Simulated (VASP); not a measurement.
# AlGa2As3 (an interface model) in VASP: further runs

Runs on AlGa2As3 (an interface model). Level: PBEsol. Tasks: single point.

All numbers are computed with VASP 6.6.1; they aren't measurements. Logs are shortened: lines on timing, memory, paths and dates and some standing lists are left out, and cuts for length are marked.

## (1) The cell of the first run

The cell holds layers of an interface, 6 atoms: a = 4.002 Å, b = 4.002 Å, c = 9.806 Å, α = 90.00°, β = 90.00°, γ = 120.00°.

## (2) Single point, PBEsol

The input, INCAR:

```
PREC     = Accurate       # precision mode
ENCUT    = 400            # plane-wave cutoff, eV
EDIFF    = 1E-6           # SCF threshold, eV
ISMEAR   = -1             # smearing method
SIGMA    = 0.05           # smearing width, eV
LREAL    = False          # projectors in reciprocal space
LASPH    = True           # aspherical terms in the spheres
NELM     = 120            # most SCF steps
ALGO     = Normal         # electronic algorithm
ISIF     = 2              # what is computed and relaxed
LWAVE    = False          # write WAVECAR
LCHARG   = False          # write CHGCAR
GGA      = PS             # functional
NBANDS   = 31             # bands
GGA_COMPAT= False
```

The input, KPOINTS:

```
Automatic mesh
0
Gamma
  6 6 3
```

The input, POSCAR:

```
AlGa2As3
1.0
    2.8300000000     -2.8300000000      0.0000000000
    0.0000000000      2.8300000000     -2.8300000000
    5.6617022580      5.6617022580      5.6617022580
Ga As Al
2 3 1
Direct
    0.0000000000      0.0000000000      0.9999900000
    0.3333330000      0.6666670000      0.3326350000
    0.0000000000      0.0000000000      0.2495530000
    0.3333330000      0.6666670000      0.5828620000
    0.6666670000      0.3333330000      0.9163410000
    0.6666670000      0.3333330000      0.6657170000
```

Potentials or basis: VASP PAW PBE potentials, release 64 (Ga_d, As, Al).

Run with:

```console
cat potpaw_PBE.64/Ga_d/POTCAR potpaw_PBE.64/As/POTCAR potpaw_PBE.64/Al/POTCAR > POTCAR
mpirun -np 1 vasp_std > vasp.out
```

OUTCAR:

```text
PREC = Accurate
   ENCUT = 400
   EDIFF = 1E-6
   ISMEAR = -1
   LREAL = False
   LASPH = True
   NELM = 120
   ISIF = 2
   GGA = PS

 ion  position               nearest neighbor table
   1  0.000  0.000  1.000-   3 2.45   5 2.45   5 2.45   5 2.45
   2  0.333  0.667  0.333-   3 2.45   3 2.45   3 2.45   4 2.45
   3  0.000  0.000  0.250-   1 2.45   2 2.45   2 2.45   2 2.45
   4  0.333  0.667  0.583-   6 2.45   6 2.45   6 2.45   2 2.45
   5  0.667  0.333  0.916-   1 2.45   1 2.45   1 2.45   6 2.46
   6  0.667  0.333  0.666-   4 2.45   4 2.45   4 2.45   5 2.46

  LATTYP: Found a hexagonal cell.
 ALAT       =     4.0022243815
 C/A-ratio  =     2.4502264324

  Lattice vectors:

 A1 = (   2.8300000000,  -2.8300000000,   0.0000000000)
 A2 = (   0.0000000000,   2.8300000000,  -2.8300000000)
 A3 = (   5.6617022580,   5.6617022580,   5.6617022580)

Analysis of symmetry for initial positions (statically):
=====================================================================
 Subroutine PRICEL returns:
 Original cell was already a primitive cell.

 Routine SETGRP: Setting up the symmetry group for a
 hexagonal supercell.

 Subroutine GETGRP returns: Found  6 space group operations
 (whereof  6 operations were pure point group operations)
 out of a pool of 24 trial point group operations.

The static configuration has the point symmetry C_3v.

Analysis of symmetry for dynamics (positions and initial velocities):
=====================================================================
 Subroutine PRICEL returns:
 Original cell was already a primitive cell.

 Routine SETGRP: Setting up the symmetry group for a
 hexagonal supercell.

 Subroutine GETGRP returns: Found  6 space group operations
 (whereof  6 operations were pure point group operations)
 out of a pool of 24 trial point group operations.

The dynamic configuration has the point symmetry C_3v.

 Subroutine INISYM returns: Found  6 space group operations
 (whereof  6 operations are pure point group operations),
 and found     1 'primitive' translations

----------------------------------------------------------------------------------------

                                     Primitive cell

  volume of cell :     136.0320

  direct lattice vectors                    reciprocal lattice vectors
     2.830000000 -2.830000000  0.000000000     0.235571260 -0.117785630 -0.117785630
     0.000000000  2.830000000 -2.830000000     0.117785630  0.117785630 -0.235571260
     5.661702258  5.661702258  5.661702258     0.058875108  0.058875108  0.058875108

  length of vectors
     4.002224382  4.002224382  9.806355968     0.288514693  0.288514693  0.101974679

  position of ions in fractional coordinates (direct lattice)
     0.000000000  0.000000000  0.999990000
     0.333333000  0.666667000  0.332635000
     0.000000000  0.000000000  0.249553000
     0.333333000  0.666667000  0.582862000
     0.666667000  0.333333000  0.916341000
     0.666667000  0.333333000  0.665717000

  ion indices of the primitive-cell ions
   primitive index   ion index
                 1           1
                 2           2
                 3           3
                 4           4
                 5           5
                 6           6

----------------------------------------------------------------------------------------

 KPOINTS: Automatic mesh

Automatic generation of k-mesh.
 Grid dimensions read from file:
 generate k-points for:    6    6    3

 Generating k-lattice:

  Cartesian coordinates                     Fractional coordinates (reciprocal lattice)
     0.039261877 -0.019630938 -0.019630938     0.166666667  0.000000000  0.000000000
     0.019630938  0.019630938 -0.039261877     0.000000000  0.166666667  0.000000000
     0.019625036  0.019625036  0.019625036     0.000000000  0.000000000  0.333333333

  Length of vectors
     0.048085782  0.048085782  0.033991560

  Shift w.r.t. Gamma in fractional coordinates (k-lattice)
     0.000000000  0.000000000  0.000000000

 Subroutine IBZKPT returns following result:
 ===========================================

 Found     17 irreducible k-points:

 Following reciprocal coordinates:
            Coordinates               Weight
  0.000000  0.000000  0.000000      1.000000
  0.166667  0.000000  0.000000      6.000000
  0.333333  0.000000  0.000000      6.000000
  0.500000  0.000000  0.000000      3.000000
  0.166667  0.166667  0.000000      6.000000
  0.333333  0.166667  0.000000     12.000000
[... 9 lines left out ...]
 -0.166667  0.500000  0.333333     12.000000
  0.333333  0.333333  0.333333      4.000000
   k-points           NKPTS =     17   k-points in BZ     NKDIM =     17   number of bands    NBANDS=     31
   number of dos      NEDOS =    301   number of ions     NIONS =      6
   total plane-waves  NPLWV =  50176
   dimension x,y,z NGX =    28 NGY =   28 NGZ =   64
   dimension x,y,z NGXF=    56 NGYF=   56 NGZF=  128
   ions per type =               2   3   1
   NGX,Y,Z   is equivalent  to a cutoff of  11.63, 11.63, 10.85 a.u.
   NGXF,Y,Z  is equivalent  to a cutoff of  23.26, 23.26, 21.70 a.u.
 SYSTEM =  unknown system
   PREC   = accura    normal or accurate (medium, high low for compatibility)
   ISTART =      0    job   : 0-new  1-cont  2-samecut
   ICHARG =      2    charge: 1-file 2-atom 10-const
   ISPIN  =      1    spin polarized calculation?
   LNONCOLLINEAR =      F non collinear calculations
   LSORBIT =      F    spin-orbit coupling
   LASPH  =      T    aspherical Exc in radial PAW
   ENCUT  =  400.0 eV  29.40 Ry    5.42 a.u.   6.53  6.53 15.99*2*pi/ulx,y,z
   NELM   =    120;   NELMIN=  2; NELMDL= -5     # of ELM steps
   EDIFF  = 0.1E-05   stopping-criterion for ELM
   LREAL  =      F    real-space projection
   EDIFFG = 0.1E-04   stopping-criterion for IOM
   NSW    =      0    number of steps for IOM
   IBRION =     -1    ionic relax: 0-MD 1-quasi-New 2-CG
   NFREE  =      0    steps in history (QN), initial steepest desc. (CG)
   ISIF   =      2    stress and relaxation
   ISYM   =      2    0-nonsym 1-usesym 2-fastsym
   POTIM  = 0.5000    time-step for ionic-motion
   TEBEG  =    0.0;   TEEND  =   0.0 temperature during run
   PSTRESS=    0.0 pullay stress
   NELECT =      44.0000    total number of electrons
   NUPDOWN=      -1.0000    fix difference up-down
   EMIN   =  10.00;   EMAX   =-10.00  energy-range for DOS
   EFERMI =   0.00;   METHOD = LEGACY
   ISMEAR =    -1;   SIGMA  =   0.05  broadening in eV -4-tet -1-fermi 0-gaus
   EFERMI_NEDOS =   21; number of points for ismear=-14 and -15
   IALGO  =     38    algorithm
   IMIX   =      4    mixing-type and parameters
     AMIX     =   0.40;   BMIX     =  1.00
     AMIX_MAG =   1.60;   BMIX_MAG =  1.00
  volume/ion in A,a.u.               =      22.67       153.00
  Fermi-wavevector in a.u.,A,eV,Ry     =   1.123773  2.123623 17.182338  1.262866
  Thomas-Fermi vector in A             =   2.260441
   LORBIT       =      0    0 simple, 1 ext, 2 COOP (PROOUT), +10 PAW based schemes
   GGA     = PS    functional components
   LHFCALC =     F    Hartree Fock is set to
   AEXX    =    0.0000 exact exchange contribution
   IVDW    =     0    specifies the selected vdW correction
   LEPSILON=     F    determine dielectric tensor
   LRPA    =     F    only Hartree local field effects (RPA)
 non-spin polarized calculation
  energy-cutoff  :      400.00
  volume of cell :      136.03
 maximum number of plane-waves:      2515
 NGX is ok and might be reduce to    28
   NGX = 13   NGY = 13   NGZ = 31

 number of electron      43.9999997 magnetization

 Free energy of the ion-electron system (eV)
  ---------------------------------------------------
  ext. energy  EPLUGINS =         0.00000000
  ---------------------------------------------------
  free energy    TOTEN  =       -28.20043942 eV

  energy without entropy =      -28.20042401  energy(sigma->0) =      -28.20043171

 E-fermi :   4.1997     XC(G=0):  -9.5686

 val. band max:        3.8005816588   @ k =   0.0000   0.0000   0.0000
 cond. band min:       4.5470273686   @ k =   0.0000   0.0000   0.0000
 fundamental gap:      0.7464457098
 Fermi energy:         4.1997326363

 k-point     1 :       0.0000    0.0000    0.0000
  band No.  band energies     occupation
      1     -10.9137      2.00000
      2     -10.8709      2.00000
      3     -10.8461      2.00000
      4     -10.8461      2.00000
      5     -10.8312      2.00000
      6     -10.8312      2.00000
[... 23 lines left out ...]
     30       8.3889      0.00000
     31       8.5787      0.00000

 k-point     2 :       0.1667    0.0000    0.0000
  band No.  band energies     occupation
      1     -10.9204      2.00000
      2     -10.8753      2.00000
      3     -10.8541      2.00000
      4     -10.8396      2.00000
      5     -10.8282      2.00000
      6     -10.8239      2.00000
[... 23 lines left out ...]
     30       8.6269      0.00000
     31       8.9417      0.00000

 k-point     3 :       0.3333    0.0000    0.0000
  band No.  band energies     occupation
      1     -10.9396      2.00000
      2     -10.8973      2.00000
      3     -10.8539      2.00000
      4     -10.8288      2.00000
      5     -10.8181      2.00000
      6     -10.8109      2.00000
[... 23 lines left out ...]
     30       9.7182      0.00000
     31       9.7349      0.00000

 k-point     4 :       0.5000    0.0000    0.0000
  band No.  band energies     occupation
      1     -10.9503      2.00000
      2     -10.9100      2.00000
      3     -10.8507      2.00000
      4     -10.8245      2.00000
      5     -10.8128      2.00000
      6     -10.8053      2.00000
[... 23 lines left out ...]
     30       9.6772      0.00000
     31      10.6330      0.00000

 k-point     5 :       0.1667    0.1667    0.0000
  band No.  band energies     occupation
      1     -10.9328      2.00000
      2     -10.8899      2.00000
      3     -10.8554      2.00000
      4     -10.8312      2.00000
      5     -10.8225      2.00000
      6     -10.8142      2.00000
[... 23 lines left out ...]
     30       8.6763      0.00000
     31       8.8995      0.00000
[... 304 lines left out ...]
     30       9.3257      0.00000
     31       9.4667      0.00000

 k-point    15 :       0.3333    0.1667    0.3333
  band No.  band energies     occupation
      1     -10.9460      2.00000
      2     -10.9067      2.00000
      3     -10.8508      2.00000
      4     -10.8257      2.00000
      5     -10.8144      2.00000
      6     -10.8089      2.00000
[... 23 lines left out ...]
     30       9.5327      0.00000
     31      10.6607      0.00000

 k-point    16 :      -0.1667    0.5000    0.3333
  band No.  band energies     occupation
      1     -10.9460      2.00000
      2     -10.9066      2.00000
      3     -10.8509      2.00000
      4     -10.8257      2.00000
      5     -10.8143      2.00000
      6     -10.8089      2.00000
[... 23 lines left out ...]
     30       9.4348      0.00000
     31      10.5723      0.00000

 k-point    17 :       0.3333    0.3333    0.3333
  band No.  band energies     occupation
      1     -10.9468      2.00000
      2     -10.9091      2.00000
      3     -10.8492      2.00000
      4     -10.8243      2.00000
      5     -10.8121      2.00000
      6     -10.8115      2.00000
[... 23 lines left out ...]
     30      10.0922      0.00000
     31      10.3217      0.00000

------------------------ aborting loop because EDIFF is reached ----------------------------------------

  FORCE on cell =-STRESS in cart. coord.  units (eV):
  Direction    XX          YY          ZZ          XY          YZ          ZX
  --------------------------------------------------------------------------------------
  -------------------------------------------------------------------------------------
  Total        0.1779109      0.1779109      0.1779109     -0.0667719     -0.0667719     -0.0667719
  in kB        2.0954248      2.0954248      2.0954248     -0.7864361     -0.7864361     -0.7864361
  external PRESSURE =       2.0954248 kB  Pullay stress =       0.0000000 kB

 VOLUME and BASIS-vectors are now :
 -----------------------------------------------------------------------------
  energy-cutoff  :      400.00
  volume of cell :      136.03
      direct lattice vectors                 reciprocal lattice vectors
     2.830000000 -2.830000000  0.000000000     0.235571260 -0.117785630 -0.117785630
     0.000000000  2.830000000 -2.830000000     0.117785630  0.117785630 -0.235571260
     5.661702258  5.661702258  5.661702258     0.058875108  0.058875108  0.058875108

 POSITION                                       TOTAL-FORCE (eV/Angst)
 -----------------------------------------------------------------------------------
      5.66165      5.66165      5.66165         0.003228      0.003228      0.003228
      2.82661      2.82662     -0.00339        -0.001784     -0.001784     -0.001784
      1.41289      1.41289      1.41289        -0.002066     -0.002066     -0.002066
      4.24332      4.24333      1.41332        -0.004343     -0.004343     -0.004343
      7.07472      4.24471      4.24472         0.002173      0.002173      0.002173
      5.65576      2.82576      2.82576         0.002793      0.002793      0.002793
 -----------------------------------------------------------------------------------
    total drift:                                0.000440     -0.000990      0.000442

  FREE ENERGIE OF THE ION-ELECTRON SYSTEM (eV)
  ---------------------------------------------------
  free  energy   TOTEN  =       -28.2004394181 eV

  energy  without entropy=      -28.2004240098  energy(sigma->0) =      -28.20043171
```

It took 48 s on 1 thread of Intel Xeon Platinum 8488C (Sapphire Rapids), shared host; peak memory 0.23 GiB.

What came out:

```yaml
Free_energy: -28.2004 eV
Pressure: 0.2 GPa
Largest_force: 0.008 eV/Å
Band_gap_on_the_k_mesh: 0.75 eV, direct
```

Forces on the atoms (eV/Å):
```
Ga   0.003  0.003  0.003
Ga  -0.002 -0.002 -0.002
As  -0.002 -0.002 -0.002
As  -0.004 -0.004 -0.004
As   0.002  0.002  0.002
Al   0.003  0.003  0.003
```

Caveat: the PAW data sets were made with another functional, which shifts forces and pressure a little.

## (3) Single point, PBEsol

The input, INCAR:

```
SYSTEM = AlGa2As3
PREC = Accurate
ENCUT = 400
EDIFF = 1E-6
ISMEAR = -1
SIGMA = 0.05
LREAL = .False.
LASPH = .True.
NELM = 120
ALGO = Normal
ISIF = 2
LWAVE = .False.
LCHARG = .False.
GGA = PS
NBANDS = 31
GGA_COMPAT = .False.
```

The input, KPOINTS:

```
Automatic mesh
0
Gamma
  6 6 3
  0 0 0
```

The input, POSCAR:

```
AlGa2As3
1.0
    2.8300000000     -2.8300000000      0.0000000000
    0.0000000000      2.8300000000     -2.8300000000
    5.6682240000      5.6682240000      5.6682240000
Ga As Al
2 3 1
Direct
    0.0000000000      0.0000000000      0.0000000000
    0.3333330000      0.6666670000      0.3328500000
    0.0000000000      0.0000000000      0.2496370000
    0.3333330000      0.6666670000      0.5824870000
    0.6666670000      0.3333330000      0.9164250000
    0.6666670000      0.3333330000      0.6656990000
```

Potentials or basis: VASP PAW PBE potentials, release 64 (Ga_d, As, Al).

Run with:

```console
cat potpaw_PBE.64/Ga_d/POTCAR potpaw_PBE.64/As/POTCAR potpaw_PBE.64/Al/POTCAR > POTCAR
mpirun -np 1 vasp_std > vasp.out
```

OUTCAR:

```text
SYSTEM = AlGa2As3
   PREC = Accurate
   ENCUT = 400
   EDIFF = 1E-6
   ISMEAR = -1
   LREAL = .False.
   LASPH = .True.
   NELM = 120
   ISIF = 2
   GGA = PS

 ion  position               nearest neighbor table
   1  0.000  0.000  0.000-   3 2.45   5 2.45   5 2.45   5 2.45
   2  0.333  0.667  0.333-   4 2.45   3 2.45   3 2.45   3 2.45
   3  0.000  0.000  0.250-   1 2.45   2 2.45   2 2.45   2 2.45
   4  0.333  0.667  0.582-   6 2.45   6 2.45   2 2.45   6 2.45
   5  0.667  0.333  0.916-   1 2.45   1 2.45   1 2.45   6 2.46
   6  0.667  0.333  0.666-   4 2.45   4 2.45   4 2.45   5 2.46

  LATTYP: Found a hexagonal cell.
 ALAT       =     4.0022243815
 C/A-ratio  =     2.4530488600

  Lattice vectors:

 A1 = (   2.8300000000,  -2.8300000000,   0.0000000000)
 A2 = (   0.0000000000,   2.8300000000,  -2.8300000000)
 A3 = (   5.6682240000,   5.6682240000,   5.6682240000)

Analysis of symmetry for initial positions (statically):
=====================================================================
 Subroutine PRICEL returns:
 Original cell was already a primitive cell.
[... 173 lines left out ...]
 cond. band min:       4.5312772787   @ k =   0.0000   0.0000   0.0000
 fundamental gap:      0.7367916668
 Fermi energy:         4.1878812391

 k-point     1 :       0.0000    0.0000    0.0000
  band No.  band energies     occupation
      1     -10.9212      2.00000
      2     -10.8796      2.00000
      3     -10.8531      2.00000
      4     -10.8531      2.00000
      5     -10.8408      2.00000
      6     -10.8408      2.00000
[... 567 lines left out ...]
     30      10.0904      0.00000
     31      10.3133      0.00000

------------------------ aborting loop because EDIFF is reached ----------------------------------------

  FORCE on cell =-STRESS in cart. coord.  units (eV):
  Direction    XX          YY          ZZ          XY          YZ          ZX
  --------------------------------------------------------------------------------------
  -------------------------------------------------------------------------------------
  Total        0.1048236      0.1048236      0.1048236     -0.0974224     -0.0974224     -0.0974224
  in kB        1.2331859      1.2331859      1.2331859     -1.1461147     -1.1461147     -1.1461147
  external PRESSURE =       1.2331859 kB  Pullay stress =       0.0000000 kB

 VOLUME and BASIS-vectors are now :
 -----------------------------------------------------------------------------
  energy-cutoff  :      400.00
  volume of cell :      136.19
      direct lattice vectors                 reciprocal lattice vectors
     2.830000000 -2.830000000  0.000000000     0.235571260 -0.117785630 -0.117785630
     0.000000000  2.830000000 -2.830000000     0.117785630  0.117785630 -0.235571260
     5.668224000  5.668224000  5.668224000     0.058807368  0.058807368  0.058807368

 POSITION                                       TOTAL-FORCE (eV/Angst)
 -----------------------------------------------------------------------------------
      0.00000      0.00000      0.00000         0.014889      0.014889      0.014889
      2.83000      2.83000      0.00000        -0.019197     -0.019197     -0.019197
      1.41500      1.41500      1.41500        -0.009582     -0.009582     -0.009582
      4.24500      4.24500      1.41500         0.019509      0.019509      0.019509
      7.08117      4.25117      4.25117        -0.011102     -0.011102     -0.011102
      5.66000      2.83000      2.83000         0.005483      0.005483      0.005483
 -----------------------------------------------------------------------------------
    total drift:                                0.000571     -0.000861      0.000573

  FREE ENERGIE OF THE ION-ELECTRON SYSTEM (eV)
  ---------------------------------------------------
  free  energy   TOTEN  =       -28.2004020190 eV

  energy  without entropy=      -28.2003855213  energy(sigma->0) =      -28.20039377
```

Run time: 50 s. Hardware: 1 thread of Intel Xeon Platinum 8488C (Sapphire Rapids), shared host; peak memory 0.23 GiB.

What came out:

```
Free energy            : -28.2004 eV
Pressure               : 0.1 GPa
Largest force          : 0.034 eV/Å
Band gap on the k mesh : 0.74 eV, direct
```

Forces on the atoms (eV/Å):
```
Ga   0.015  0.015  0.015
Ga  -0.019 -0.019 -0.019
As  -0.010 -0.010 -0.010
As   0.020  0.020  0.020
As  -0.011 -0.011 -0.011
Al   0.005  0.005  0.005
```

Stress tensor (GPa, compression positive):
```
 0.12 -0.11 -0.11
-0.11  0.12 -0.11
-0.11 -0.11  0.12
```

Levels at points of the mesh, in eV from the valence-band top:
```tsv
k point	band 20	band 21	band 22	band 23	band 24	band 25
(0.00, 0.00, 0.00)	-0.03	0.00	0.00	0.74	1.27	1.96
(0.50, 0.00, 0.00)	-2.41	-1.58	-1.49	1.30	1.71	2.36
```

Caveat: the PAW data sets were made with another functional, which shifts forces and pressure a little.
